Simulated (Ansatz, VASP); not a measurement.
**One calculation of As, two programs**

```
As
1.0
     0.00000    2.10171    2.10171
     2.10171    0.00000    2.10171
     2.10171    2.10171    0.00000
As
1
Direct
  0.00000 0.00000 0.00000
```

Alike in both runs: task single point; functional PBE; k mesh 21 × 21 × 21; occupations fermi-dirac, width 0.1 eV; no spin polarisation.

```csv
,VASP,Ansatz
version,VASP 6.6.1,Ansatz 0.2.0
potentials or method,"VASP PAW PBE potentials, release 64 (As), cutoff 520 eV","plane waves (420 eV) with PAW, scalar-relativistic"
valence electrons in the cell,5,15
```

|  | VASP | Ansatz | Ansatz less VASP |
| --- | --- | --- | --- |
| pressure (GPa) | 3.6 | 3.5 | -0.08 |

The functional is the same, so the differences come from potentials, cutoffs and numerics. VASP's potentials hold 5 valence electrons a cell and Ansatz's 15, so a difference there can come from the potentials and not from the codes.
